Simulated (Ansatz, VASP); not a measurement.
## Two plane-wave programs on In

```xyz
2
Lattice="0.0000 3.1125 3.1125 3.1125 0.0000 3.1125 3.1125 3.1125 0.0000" Properties=species:S:1:pos:R:3 pbc="T T T"
In    3.1125    3.1125    3.1125
In    4.6687    4.6687    4.6687
```

Alike in both runs: task single point; functional PBEsol; k mesh 6 × 6 × 6; occupations gaussian, width 0.1 eV; no spin polarisation.

```csv
,VASP,Ansatz
version,VASP 6.6.1,Ansatz 0.2.0
potentials or method,"VASP PAW PBE potentials, release 64 (In_d), cutoff 520 eV","scalar-relativistic, plane waves, PAW"
valence electrons in the cell,26,26
```

```csv
,VASP,Ansatz,Ansatz less VASP
gap on the k mesh at the Fermi level (eV),none,none,-
pressure (GPa),6.5,6.5,+0.02
```

VASP's potentials were made for PBE, not for PBEsol. A gap of «none» marks a metal or a gap that the smearing closes.
